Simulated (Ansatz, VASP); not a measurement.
# NaCl: VASP beside Ansatz

File POSCAR:

```
NaCl
1.0
    0.0000000000      2.7186178739      2.8378127222
    2.7186178739      0.0000000000      2.8378127222
    2.7186178739      2.7186178739      0.0000000000
Na Cl
1 1
Direct
    0.0000000000      0.0000000000      0.0000000000
    0.5000000000      0.5000000000      0.5000000000
```

Contents of INCAR.step1:

```
PREC = Accurate
ENCUT = 520
EDIFF = 1E-5
ISMEAR = 0
SIGMA = 0.01
LREAL = F
LASPH = T
NELM = 100
ALGO = Normal
ISIF = 2
LWAVE = T
NBANDS = 14
GGA = PE
```

The input INCAR.step2:

```
PREC = Accurate
ENCUT = 520
EDIFF = 1E-6
ISMEAR = 0
SIGMA = 0.01
LREAL = F
LASPH = T
NELM = 100
ALGO = Normal
ISIF = 2
LWAVE = F
LCHARG = T
GGA = PE
LHFCALC = T
HFSCREEN = 0.2079
PRECFOCK = Normal
LELF = T
LVHAR = T
NBANDS = 14
ISTART = 1
```

Contents of KPOINTS:

```
regular mesh
0
Gamma
  6 6 6
```

Input for Ansatz:

```yaml
crystal:
  lattice:
    - [0.0, 2.7186178739, 2.8378127222]
    - [2.7186178739, 0.0, 2.8378127222]
    - [2.7186178739, 2.7186178739, 0.0]
  atoms:
    - { symbol: Na, position: [0.0, 0.0, 0.0] }
    - { symbol: Cl, position: [0.5, 0.5, 0.5] }
kpoints:
  mp_grid: { grid: [6, 6, 6] }
  band_path:
    path:
      - [0.0, 0.0, 0.0]
      - [0.5, 0.0, 0.5]
      - [0.625, 0.25, 0.625]
      - [0.375, 0.375, 0.75]
      - [0.5, 0.5, 0.5]
      - [0.5, 0.25, 0.75]
    npoints: 1
hamiltonian:
  xc: hse06
scf:
  occupations: { method: fixed }
  n_extra_bands: 4
output:
  forces: true
  stress: true
  eigenvalues: true
```

Change from the starting cell: epitaxial_xy strain -3.0%.

Alike in both runs: task single point; functional HSE06; k mesh 6 × 6 × 6; no spin polarisation.

|  | VASP | Ansatz |
| --- | --- | --- |
| version | VASP 6.6.1 | Ansatz 0.2.0 |
| potentials or method | VASP PAW PBE potentials, release 64 (Na_pv, Cl) | plane waves, PAW |
| plane-wave cutoff (eV) | 520 | 420 |
| occupations | gaussian, width 0.01 eV | fixed |
| valence electrons in the cell | 14 | 16 |

Ansatz gave:

| Quantity | Value |
| --- | --- |
| gap on the k mesh at the Fermi level (eV) | 6.75 |
| pressure (GPa) | 2.3 |
| traceless stress, the component that is largest in VASP (GPa) | -1.56 |

Q: Which values does VASP return?

A: gap on the k mesh at the Fermi level (eV): 6.75; pressure (GPa): 2.4; traceless stress, the component that is largest in VASP (GPa): -1.58.

VASP's potentials hold 14 valence electrons a cell and Ansatz's 16, so a difference there can come from the potentials and not from the codes. Ansatz's warnings: stress exchange threshold loose, stress scf threshold loose.
